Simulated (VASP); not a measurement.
Here is a VASP 6.6.1 calculation.

File INCAR:

```
PREC = Accurate
ENCUT = 520
EDIFF = 1E-6
ISMEAR = -1
SIGMA = 0.05
LREAL = False
LASPH = True
NELM = 150
ALGO = Normal
ISIF = 2
LWAVE = False
LCHARG = True
ISPIN = 2
MAGMOM = 1.782
LORBIT = 11
LMAXMIX = 4
GGA = PS
LELF = True
LVHAR = True
NBANDS = 14
```

Contents of KPOINTS:

```
regular mesh
0
Gamma
  18 18 18
```

POSCAR

```
Co
1.0
   -1.4360550260      1.4360550260      1.4360550260
    1.4360550260     -1.4360550260      1.4360550260
    1.4360550260      1.4360550260     -1.4360550260
Co
1
Direct
    0.0000000000      0.0000000000      0.0000000000
```

Potentials or basis: VASP PAW PBE potentials, release 64 (Co).

Launch:

```console
$ cat potpaw_PBE.64/Co/POTCAR > POTCAR
$ mpirun -np 1 vasp_std > vasp.out
```

Question: Predict the site moments.

Answer: Co +1.82 μB.

Question: Predict the pressure.

Answer: -20.2 GPa.

Caveat: the PAW data sets were made with another functional, which shifts forces and pressure a little.
